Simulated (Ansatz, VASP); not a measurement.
**HfBi3O in VASP and in Ansatz**

```xyz
5
Lattice="6.6273 0.0000 0.0000 -3.3136 5.7394 0.0000 0.0000 0.0000 3.8612" Properties=species:S:1:pos:R:3 pbc="T T T"
Hf    0.0000    0.0000    0.0000
Bi    3.3136    0.0000    0.0000
Bi   -1.6568    2.8697    0.0000
Bi    1.6568    2.8697    0.0000
O     0.0000    0.0000    1.9306
```

Alike in both runs: functional PBE; k mesh 6 × 6 × 10; occupations gaussian, width 0.1 eV; no spin polarisation.

Ansatz relaxed the structure, and its values are those at the end. VASP's run is a single point on that final structure, the one shown.

```csv
,VASP,Ansatz
version,VASP 6.6.1,Ansatz 0.2.0
potentials or method,"VASP PAW PBE potentials, release 64 (Hf_pv, Bi_d, O), cutoff 520 eV","scalar-relativistic, plane waves, PAW"
valence electrons in the cell,61,77
```

|  | VASP | Ansatz | Ansatz less VASP |
| --- | --- | --- | --- |
| gap on the k mesh at the Fermi level (eV) | none | none | - |
| pressure (GPa) | -0.4 | 0.0 | +0.35 |

A gap of «none» marks a metal or a gap that the smearing closes. With one functional, cell and mesh, what is left measures potentials, basis and numerics. VASP's potentials hold 61 valence electrons a cell and Ansatz's 77, so a difference there can come from the potentials and not from the codes.

Neither program's run includes spin-orbit coupling.
